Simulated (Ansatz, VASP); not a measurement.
# Al: VASP beside Ansatz

```
Al
1.0
     2.81442    0.00000    0.00000
    -1.40721    2.43736    0.00000
     0.00000    0.00000    9.24105
Al
4
Direct
  0.00000 0.00000 0.00000
  0.41949 0.83898 0.23485
  0.00000 0.00000 0.50000
  0.66667 0.33333 0.75000
```

Alike in both runs: task single point; functional PBE; dispersion D3(BJ); k mesh 18 × 18 × 4; occupations gaussian, width 0.15 eV; no spin polarisation.

|  | VASP | Ansatz |
| --- | --- | --- |
| version | VASP 6.6.1 | Ansatz 0.2.0 |
| potentials or method | VASP PAW PBE potentials, release 64 (Al), cutoff 520 eV | scalar-relativistic, plane waves, PAW |
| valence electrons in the cell | 12 | 12 |

```tsv
	VASP	Ansatz	Ansatz less VASP
gap on the k mesh at the Fermi level (eV)	none	none	-
pressure (GPa)	1.1	1.1	0.00
traceless stress, the component that is largest in VASP (GPa)	1.51	1.50	-0.005
rms of the force components (eV/Å)	0.354	0.353	-0.0003
```

Atom by atom the forces differ by 0.000 eV/Å (rms over components). A gap of «none» marks a metal or a gap that the smearing closes.
